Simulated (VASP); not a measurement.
TiIn2Te3:

```xyz
6
Lattice="6.3673 0.0000 0.0000 -3.1836 5.5142 0.0000 0.0000 0.0000 4.4722" Properties=species:S:1:pos:R:3 pbc="T T T"
Ti    0.0000    0.0000    3.9749
In    3.1836    1.8381    4.3073
In    0.0000    3.6761    4.3073
Te    1.5918    2.7571    2.0550
Te    3.1836    0.0000    2.0550
Te   -1.5918    2.7571    2.0550
```

The cell was generated, and may not be a known phase.

* Program: VASP 6.6.1
* Task: relaxation of cell and atoms
* Functional: PBE
* Potentials or basis: VASP PAW PBE potentials, release 64 (Ti_sv, In_d, Te)
* Cutoff: 600 eV
* k mesh: 3 × 3 × 4
* Occupations: gaussian, width 0.1 eV
* Spin: no spin polarisation

At the start: pressure 12.0 GPa; volume 26.17 Å³/atom.

Q: How do energy, volume and symmetry change on relaxing?

A: Over 49 steps the energy falls by 530.4 meV/atom and the volume is 34.63 Å³/atom (+32.3 %); space group P6mm (No. 183, to 0.1 Å) before, P6/mmm (No. 191, to 0.1 Å).

The path:
| step | energy change (eV) | largest force (eV/Å) | pressure (GPa) | volume (Å³) |
| --- | --- | --- | --- | --- |
| 1 | 0.0000 | 0.2179 | 11.96 | 157.02 |
| 3 | -1.1375 | 0.2335 | 0.08 | 193.66 |
| 5 | -1.1632 | 0.2571 | -0.14 | 194.64 |
| 7 | -1.3785 | 0.7627 | -0.15 | 192.54 |
| 9 | -1.4652 | 0.9086 | 1.03 | 189.02 |
| 11 | -1.4896 | 0.9298 | 1.16 | 189.44 |
| 13 | -1.5407 | 0.9635 | 0.02 | 199.70 |
| 15 | -1.5953 | 0.9973 | 0.06 | 197.68 |
| 17 | -1.9153 | 1.3144 | -1.73 | 210.27 |
| 19 | -2.0568 | 0.7678 | -3.98 | 264.95 |
| 21 | -2.2791 | 1.1084 | -3.39 | 234.75 |
| 23 | -2.4031 | 0.9308 | -3.21 | 234.72 |
| 25 | -2.7635 | 0.6507 | -2.29 | 234.50 |
| 27 | -2.8728 | 0.2312 | -1.92 | 234.33 |
| 29 | -3.0472 | 0.3461 | -0.36 | 218.80 |
| 31 | -3.0535 | 0.3565 | 0.08 | 215.57 |
| 33 | -3.0857 | 0.2980 | -0.17 | 217.06 |
| 35 | -3.0930 | 0.2487 | -0.32 | 218.21 |
| 37 | -3.1245 | 0.1361 | 0.61 | 209.70 |
| 39 | -3.1530 | 0.1200 | 0.25 | 209.86 |
| 41 | -3.1629 | 0.1047 | -0.07 | 209.96 |
| 43 | -3.1720 | 0.0789 | -0.05 | 208.74 |
| 45 | -3.1807 | 0.0622 | -0.05 | 208.09 |
| 47 | -3.1809 | 0.0487 | -0.19 | 209.49 |
| 49 | -3.1821 | 0.0383 | 0.07 | 207.77 |

Final structure:
```xyz
6
Lattice="6.3310 0.0000 0.0000 -3.1655 5.4828 0.0000 0.0000 0.0000 5.9857" Properties=species:S:1:pos:R:3 pbc="T T T"
Ti    0.0000    0.0000    3.1563
In    3.1655    1.8276    0.1794
In    0.0000    3.6552    0.1794
Te    1.5827    2.7414    3.2050
Te    3.1655    0.0000    3.2050
Te   -1.5827    2.7414    3.2050
```

Caveat: the k points lie up to 0.38 Å⁻¹ apart in the final cell; the volume moved by over 15 % at a fixed basis, so the end points are rough.
